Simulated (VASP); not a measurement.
Set up this calculation in VASP 6.6.1, as the native input.

```yaml
Task: single point
Functional: r2SCAN
Potentials_or_basis: VASP PAW PBE potentials, release 64 (Zr_sv, S)
Cutoff: 520 eV
k_mesh: 12 × 12 × 12
Occupations: fermi-dirac, width 0.0249 eV
Spin: no spin polarisation
Dipole_correction: no
Further_INCAR_settings: ALGO = Normal; EDIFF = 1e-06; NBANDS = 22
```

Zr2S:

```
Zr S
1.0
     0.00000    2.92590    0.00000
     2.92590    0.00000    0.00000
     1.46295    1.46295   -6.85262
Zr S
2 1
Direct
  0.32400 0.32400 0.35200
  0.67600 0.67600 0.64800
  0.00000 0.00000 0.00000
```

These files were run (other wordings do the same):

POSCAR

```
Zr2S
1.0
    0.0000000000      2.9258970000      0.0000000000
    2.9258970000      0.0000000000      0.0000000000
    1.4629480000      1.4629480000     -6.8526240000
Zr S
2 1
Direct
    0.3240000000      0.3240000000      0.3520000000
    0.6760000000      0.6760000000      0.6480000000
    0.0000000000      0.0000000000      0.0000000000
```

INCAR.step1

```
SYSTEM = Zr2S
PREC     = Accurate       ! precision mode
ENCUT    = 520            ! plane-wave cutoff, eV
ISMEAR   = -1             ! smearing method
SIGMA    = 0.0249         ! smearing width, eV
LREAL    = .FALSE.        ! projectors in reciprocal space
LASPH    = .TRUE.         ! aspherical terms in the spheres
NELM     = 80             ! most SCF steps
NBANDS   = 22             ! bands
GGA      = PE             ! functional
ALGO     = Normal         ! electronic algorithm
EDIFF    = 1E-4           ! SCF threshold, eV
LWAVE    = .TRUE.         ! write WAVECAR
LCHARG   = .FALSE.        ! write CHGCAR
```

INCAR.step2

```
SYSTEM = Zr2S
PREC     = Accurate       ! precision mode
ENCUT    = 520            ! plane-wave cutoff, eV
EDIFF    = 1E-6           ! SCF threshold, eV
ISMEAR   = -1             ! smearing method
SIGMA    = 0.0249         ! smearing width, eV
LREAL    = .FALSE.        ! projectors in reciprocal space
LASPH    = .TRUE.         ! aspherical terms in the spheres
NELM     = 80             ! most SCF steps
ALGO     = Normal         ! electronic algorithm
ISIF     = 2              ! what is computed and relaxed
LWAVE    = .FALSE.        ! write WAVECAR
LCHARG   = .FALSE.        ! write CHGCAR
METAGGA  = R2SCAN         ! meta-GGA
LMIXTAU  = .TRUE.       
NBANDS   = 22             ! bands
ISTART   = 1
```

KPOINTS

```
regular mesh
0
G
  12 12 12
  0 0 0
```

Potentials or basis: VASP PAW PBE potentials, release 64 (Zr_sv, S).

Command:

```console
$ cat potpaw_PBE.64/Zr_sv/POTCAR potpaw_PBE.64/S/POTCAR > POTCAR
$ cp INCAR.step1 INCAR
$ mpirun -np 1 vasp_std > vasp.out
$ cp INCAR.step2 INCAR
$ mpirun -np 1 vasp_std > vasp.out
```

It gave:

- Pressure: 11.2 GPa
- Largest force: 3.641 eV/Å
- Band gap on the k mesh: zero (bands 15 and 16 overlap by 2.06 eV)

Caveat: the stress differs along the axes, from -1 to 17 GPa; the PAW data sets were made with another functional, which shifts forces and pressure a little.

It took 9.9 min on 1 thread of Intel Xeon 8259CL (shared host), peak memory 0.32 GiB.
